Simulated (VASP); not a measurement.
# LiAl16 in VASP: notebook, part 2 of 2

VASP 6.6.1.

### Step 3. Single point, PBE+D3(BJ)

INCAR

```
SYSTEM = LiAl16
PREC     = Accurate       ! precision mode
ENCUT    = 520            ! plane-wave cutoff, eV
EDIFF    = 1E-7           ! SCF threshold, eV
ISMEAR   = 0              ! smearing method
SIGMA    = 0.05           ! smearing width, eV
LREAL    = Auto         
LASPH    = .True.         ! aspherical terms in the spheres
NELM     = 80             ! most SCF steps
ALGO     = Normal         ! electronic algorithm
ISIF     = 2              ! what is computed and relaxed
LWAVE    = .False.        ! write WAVECAR
LCHARG   = .True.         ! write CHGCAR
GGA      = PE             ! functional
IVDW     = 12             ! dispersion correction
LELF     = .True.         ! ELF
LVHAR    = .True.       
NBANDS   = 40             ! bands
```

KPOINTS

```
regular mesh
0
Gamma
  2 3 1
  0 0 0
```

POSCAR

```
LiAl16
1.0
    8.1000000000      0.0000000000      0.0000000000
    0.0000000000      5.7275650000      0.0000000000
    0.0000000000      0.0000000000     15.2956740000
Al Li
16 1
Direct
    0.2500000000      0.2499999564      0.0653780278
    0.7500000000      0.2499999564      0.0653780278
    0.2500000000      0.7500000436      0.0653780278
    0.7500000000      0.7500000436      0.0653780278
   -0.0032317284     -0.0021213203      0.1491453074
    0.5032317284     -0.0021214949      0.1491453074
   -0.0007802469      0.4976765868      0.1482549249
    0.5007803704      0.4976765868      0.1482549249
    0.2500001235      0.2333471554      0.2409173339
    0.7500001235      0.2557898514      0.2429005744
    0.2500001235      0.7484133310      0.2406071808
    0.7500001235      0.7469961493      0.2394295276
   -0.0025160494     -0.0105399066      0.3259396088
    0.5025161728     -0.0105399066      0.3259396088
    0.0161443210      0.4878474535      0.3235628584
    0.4838559259      0.4878474535      0.3235628584
    0.7500001235      0.6260126249      0.4164408185
```

Potentials or basis: VASP PAW PBE potentials, release 64 (Al, Li_sv).

On the command line:

```console
> cat potpaw_PBE.64/Al/POTCAR potpaw_PBE.64/Li_sv/POTCAR > POTCAR
> mpirun -np 1 vasp_std > vasp.out
```

OUTCAR:

```text
SYSTEM = LiAl16
   PREC = Accurate
   ENCUT = 520
   EDIFF = 1E-7
   ISMEAR = 0
   LREAL = Auto
   LASPH = .True.
   NELM = 80
   ISIF = 2
   GGA = PE
   IVDW = 12
 IVDW          = 12

 ion  position               nearest neighbor table
   1  0.250  0.250  0.065-   9 2.69   7 2.78   8 2.78   5 2.82   6 2.82   3 2.86   3 2.86
   2  0.750  0.250  0.065-  10 2.72   8 2.77   7 2.77   5 2.78   6 2.78   4 2.86   4 2.86
   3  0.250  0.750  0.065-  11 2.68   7 2.80   8 2.80   6 2.80   5 2.80   1 2.86   1 2.86
   4  0.750  0.750  0.065-  12 2.66   6 2.77   5 2.77   8 2.79   7 2.79   2 2.86   2 2.86
   5  0.997  0.998  0.149-  13 2.70   4 2.77   2 2.78   3 2.80   1 2.82  12 2.82   9 2.83   7 2.86
                            11 2.86   7 2.87  10 2.87
   6  0.503  0.998  0.149-  14 2.70   4 2.77   2 2.78   3 2.80   1 2.82  12 2.82   9 2.83   8 2.86
                            11 2.86   8 2.87  10 2.87
   7  0.999  0.498  0.148-  15 2.69   2 2.77   1 2.78   4 2.79   3 2.80  12 2.84  10 2.84  11 2.86
                             5 2.86   5 2.87   9 2.90
   8  0.501  0.498  0.148-  16 2.69   2 2.77   1 2.78   4 2.79   3 2.80  12 2.84  10 2.84  11 2.86
                             6 2.86   6 2.87   9 2.90
   9  0.250  0.233  0.241-   1 2.69  16 2.70  15 2.70  11 2.78  14 2.80  13 2.80   6 2.83   5 2.83
[... 223 lines left out ...]
      4      -7.3764      2.00000
      5      -7.0364      2.00000
      6      -5.1965      2.00000
[... 149 lines left out ...]
     36       3.1563      0.00000
     37       3.3622      0.00000
 [bands above 37 left out]

------------------------ aborting loop because EDIFF is reached ----------------------------------------

 Edisp (eV)   -3.55335

 E8    (eV) :    -1.6633

  FORCE on cell =-STRESS in cart. coord.  units (eV):
  Direction    XX          YY          ZZ          XY          YZ          ZX
  --------------------------------------------------------------------------------------
  -------------------------------------------------------------------------------------
  Total       4.33640   -17.03132    -0.08983     0.00000     0.56228     0.00000
  in kB       9.79076   -38.45345    -0.20282     0.00000     1.26953     0.00000
  external pressure =       -9.62 kB  Pullay stress =        0.00 kB

 VOLUME and BASIS-vectors are now :
 -----------------------------------------------------------------------------
  energy-cutoff  :      520.00
  volume of cell :      709.62
      direct lattice vectors                 reciprocal lattice vectors
     8.100000000  0.000000000  0.000000000     0.123456790  0.000000000  0.000000000
     0.000000000  5.727565000  0.000000000     0.000000000  0.174594265  0.000000000
     0.000000000  0.000000000 15.295674000     0.000000000  0.000000000  0.065377962

 POSITION                                       TOTAL-FORCE (eV/Angst)
 -----------------------------------------------------------------------------------
      2.02500      1.43189      1.00000         0.000000     -0.062517      0.008467
      6.07500      1.43189      1.00000         0.000000     -0.021370      0.073399
      2.02500      4.29567      1.00000         0.000000      0.007069     -0.022912
      6.07500      4.29567      1.00000         0.000000      0.003707     -0.068835
      8.07382      5.71542      2.28128         0.000443     -0.001305     -0.000606
      4.07618      5.71541      2.28128        -0.000443     -0.001305     -0.000606
[... 9 lines left out ...]
      3.91923      2.79418      4.94911         0.009521     -0.015806      0.003310
      6.07500      3.58553      6.36974         0.000000      0.158051      0.003649
 -----------------------------------------------------------------------------------
    total drift:                               -0.000123     -0.006998     -0.016634

  FREE ENERGIE OF THE ION-ELECTRON SYSTEM (eV)
  ---------------------------------------------------
  free  energy   TOTEN  =       -60.4464626165 eV

  energy  without entropy=      -60.4376076019  energy(sigma->0) =      -60.44203511
```

stdout:

```text
POSCAR found type information on POSCAR AlLi
 POSCAR found :  2 types and      17 ions
 scaLAPACK will be used
 LDA part: xc-table for (Slater+PW92), standard interpolation
 POSCAR, INCAR and KPOINTS ok, starting setup
 FFT: planning ... GRIDC
 FFT: planning ... GRID_SOFT
 FFT: planning ... GRID
 WAVECAR not read
 entering main loop
```

It took 2 min on 1 thread of Intel Xeon 6975P-C (Granite Rapids), shared host; peak memory 0.66 GiB.

Results:

| Quantity | Value |
| --- | --- |
| Free energy | -60.4465 eV |
| Largest force | 0.158 eV/Å |
| Dispersion energy per atom | -0.209 eV |

Forces in eV/Å, atoms in the order of the input:
```
Al   0.000 -0.063  0.008
Al   0.000 -0.021  0.073
Al   0.000  0.007 -0.023
Al   0.000  0.004 -0.069
Al   0.000 -0.001 -0.001
Al   0.000 -0.001 -0.001
Al   0.000 -0.003  0.000
Al   0.000 -0.003  0.000
Al   0.000 -0.007  0.000
Al   0.000 -0.002  0.008
Al   0.000 -0.024 -0.002
Al   0.000  0.016 -0.008
Al  -0.004 -0.014  0.001
Al   0.004 -0.014  0.001
Al  -0.010 -0.016  0.003
Al   0.010 -0.016  0.003
Li   0.000  0.158  0.004
```

Caveat: the k points lie up to 0.39 Å⁻¹ apart; the cutoff is under 1.25 times the usual one of these potentials, so pressure, stress and relaxed cells hold a basis-set (Pulay) error.

### Step 4. Single point, PBE+D3(BJ)

INCAR

```
PREC     = Accurate       # precision mode
ENCUT    = 520            # plane-wave cutoff, eV
EDIFF    = 1E-6           # SCF threshold, eV
ISMEAR   = 0              # smearing method
SIGMA    = 0.05           # smearing width, eV
LREAL    = Auto         
LASPH    = T              # aspherical terms in the spheres
NELM     = 60             # most SCF steps
ALGO     = Normal         # electronic algorithm
ISIF     = 2              # what is computed and relaxed
LWAVE    = F              # write WAVECAR
LCHARG   = F              # write CHGCAR
GGA      = PE             # functional
IVDW     = 12             # dispersion correction
NBANDS   = 40             # bands
```

KPOINTS

```
Automatic mesh
0
Gamma
  2 3 1
```

POSCAR

```
LiAl16
1.0
    8.1000000000      0.0000000000      0.0000000000
    0.0000000000      5.7275650000      0.0000000000
    0.0000000000      0.0000000000     15.2956740000
Al Li
16 1
Direct
    0.2500000000      0.2499999564      0.0653780278
    0.7500000000      0.2499999564      0.0653780278
    0.2500000000      0.7500000436      0.0653780278
    0.7500000000      0.7500000436      0.0653780278
   -0.0023790123      0.0005850654      0.1488171100
    0.5023792593      0.0005852400      0.1488170446
   -0.0012590123      0.5003759887      0.1480883418
    0.5012591358      0.5003761633      0.1480883418
    0.2500002469      0.2467139177      0.2409051082
    0.7500002469      0.2489892302      0.2399237196
    0.2500002469      0.7580827105      0.2409668250
    0.7500002469      0.7438153910      0.2423595717
   -0.0010865432      0.0037946318      0.3256495268
    0.5010870370      0.0037944572      0.3256494614
    0.0132272840      0.5057297473      0.3231518271
    0.4867735802      0.5057295727      0.3231518271
    0.7500006173      0.3731650361      0.4191520426
```

On the command line:

```console
> cat potpaw_PBE.64/Al/POTCAR potpaw_PBE.64/Li_sv/POTCAR > POTCAR
> mpirun -np 1 vasp_std > vasp.out
```

Run time: 2 min. Hardware: 1 thread of Intel Xeon 6975P-C (Granite Rapids), shared host; peak memory 0.66 GiB.

The run converged. Its results:

| Property | Result |
| --- | --- |
| Free energy | -60.4402 eV |
| Largest force | 0.180 eV/Å |
| Dispersion energy per atom | -0.209 eV |

Forces in eV/Å, atoms in the order of the input:
```
Al   0.000 -0.005 -0.021
Al   0.000 -0.034 -0.048
Al   0.000  0.026  0.008
Al   0.000  0.017  0.056
Al  -0.014  0.001  0.010
Al   0.014  0.001  0.010
Al   0.009  0.006  0.003
Al  -0.009  0.006  0.003
Al   0.000  0.023 -0.009
Al   0.000  0.007 -0.019
Al   0.000  0.040  0.002
Al   0.000 -0.026  0.013
Al  -0.018  0.029  0.010
Al   0.018  0.029  0.010
Al   0.033  0.027  0.007
Al  -0.033  0.027  0.007
Li   0.000 -0.175 -0.040
```

Levels at points of the mesh, in eV from the Fermi level:
```
           k point  band 21  band 22  band 23  band 24  band 25  band 26  band 27  band 28  band 29  band 30
(0.00, 0.00, 0.00)    -1.53    -1.18    -0.74    -0.66    -0.63    -0.03     0.15     0.21     1.32     1.45
(0.50, 0.00, 0.00)    -0.97    -0.97    -0.96    -0.95    -0.90     0.30     0.42     0.53     0.55     1.29
```

Caveat: the k points lie up to 0.39 Å⁻¹ apart; the cutoff is under 1.25 times the usual one of these potentials, so pressure, stress and relaxed cells hold a basis-set (Pulay) error.

### Step 5. Single point, PBE+D3(BJ)

INCAR

```
PREC = Accurate
ENCUT = 520
EDIFF = 1E-6
ISMEAR = 0
SIGMA = 0.05
LREAL = Auto
LASPH = T
NELM = 60
ALGO = Normal
ISIF = 2
LWAVE = F
LCHARG = T
GGA = PE
IVDW = 12
LELF = T
LVHAR = T
NBANDS = 40
```

KPOINTS

```
regular mesh
0
Gamma
  2 3 1
```

POSCAR

```
LiAl16
1.0
    8.1000000000      0.0000000000      0.0000000000
    0.0000000000      5.7275650000      0.0000000000
    0.0000000000      0.0000000000     15.2956740000
Al Li
16 1
Direct
    0.2500000000      0.2499999564      0.0653780278
    0.7500000000      0.2499999564      0.0653780278
    0.2500000000      0.7500000436      0.0653780278
    0.7500000000      0.7500000436      0.0653780278
   -0.0024001235     -0.0007605326      0.1488188098
    0.5024003704     -0.0007605326      0.1488186791
   -0.0012530864      0.4994399889      0.1480853345
    0.5012532099      0.4994398143      0.1480853345
    0.2500002469      0.2413877451      0.2409499575
    0.7500002469      0.2558319286      0.2423754586
    0.2500002469      0.7528857377      0.2408883714
    0.7500002469      0.7506016955      0.2399492824
   -0.0011158025     -0.0042988600      0.3256482846
    0.5011164198     -0.0042988600      0.3256482192
    0.0133380247      0.4937922136      0.3231314292
    0.4866627160      0.4937923882      0.3231314292
    0.7500004938      0.6248011153      0.4191575343
```

On the command line:

```console
> cat potpaw_PBE.64/Al/POTCAR potpaw_PBE.64/Li_sv/POTCAR > POTCAR
> mpirun -np 1 vasp_std > vasp.out
```

Run time: 2 min. Hardware: 1 thread of Intel Xeon 6975P-C (Granite Rapids), shared host; peak memory 0.66 GiB.

The run converged. Its results:

- Free energy: -60.4387 eV
- Largest force: 0.176 eV/Å
- Dispersion energy per atom: -0.209 eV

Forces in eV/Å, atoms in the order of the input:
```
Al   0.000 -0.028  0.007
Al   0.000 -0.018  0.057
Al   0.000  0.003 -0.021
Al   0.000  0.032 -0.047
Al  -0.015 -0.001  0.010
Al   0.015 -0.001  0.010
Al   0.008 -0.006  0.002
Al  -0.008 -0.006  0.002
Al   0.000 -0.038  0.001
Al   0.000  0.028  0.014
Al   0.000 -0.022 -0.009
Al   0.000 -0.007 -0.020
Al  -0.019 -0.028  0.010
Al   0.019 -0.028  0.010
Al   0.033 -0.026  0.008
Al  -0.033 -0.026  0.008
Li   0.000  0.171 -0.041
```

Levels at points of the mesh, in eV from the Fermi level:
```csv
k point,band 23,band 24,band 25,band 26,band 27,band 28
"(0.00, 0.00, 0.00)",-0.74,-0.66,-0.64,-0.03,0.15,0.21
"(0.50, 0.00, 0.00)",-0.96,-0.95,-0.90,0.31,0.42,0.53
```

Caveat: the k points lie up to 0.39 Å⁻¹ apart; the cutoff is under 1.25 times the usual one of these potentials, so pressure, stress and relaxed cells hold a basis-set (Pulay) error.
